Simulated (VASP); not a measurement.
# Cr: single point with PBE

The system is Cr.

```
CELL_PARAMETERS angstrom
0.00000 1.81121 1.81121
1.81121 0.00000 1.81121
1.81121 1.81121 0.00000
ATOMIC_POSITIONS crystal
Cr 0.00000 0.00000 0.00000
```

| Item | Value |
| --- | --- |
| Program | VASP 6.6.1 |
| Task | single point |
| Functional | PBE |
| Potentials or basis | VASP PAW PBE potentials, release 64 (Cr_pv) |
| Cutoff | 520 eV |
| k mesh | 17 × 17 × 17 |
| Occupations | fermi-dirac, width 0.05 eV |
| Spin | collinear spin, ferromagnetic start |
| Starting moments | [1.5] μB |
| Dipole correction | no |
| Further INCAR settings | ALGO = Normal; EDIFF = 1e-06; NBANDS = 16 |

| Item | Value |
| --- | --- |
| Pressure | -0.5 GPa |
| Band gap on the k mesh | zero (filled and empty bands overlap) |
| Net moment | 0.00 μB per cell |
| Valence electrons inside the program's atomic spheres | Cr 11.01 |

Levels at points of the mesh, in eV from the Fermi level:
Spin up:
| k point | band 4 | band 5 | band 6 | band 7 | band 8 | band 9 |
| --- | --- | --- | --- | --- | --- | --- |
| (0.00, 0.00, 0.00) | -7.50 | -0.43 | -0.43 | -0.43 | 1.33 | 1.33 |
Spin down:
| k point | band 2 | band 3 | band 4 | band 5 | band 6 | band 7 | band 8 | band 9 | band 10 | band 11 |
| --- | --- | --- | --- | --- | --- | --- | --- | --- | --- | --- |
| (0.00, 0.00, 0.00) | -42.37 | -42.37 | -7.50 | -0.43 | -0.43 | -0.43 | 1.33 | 1.33 | 7.52 | 19.80 |

It took 35 s on 1 thread of Intel(R) Xeon(R) Platinum 8559C (Emerald Rapids) (shared host), peak memory 0.16 GiB.

Caveat: the starting moments collapsed, and a magnetic state may lie lower.
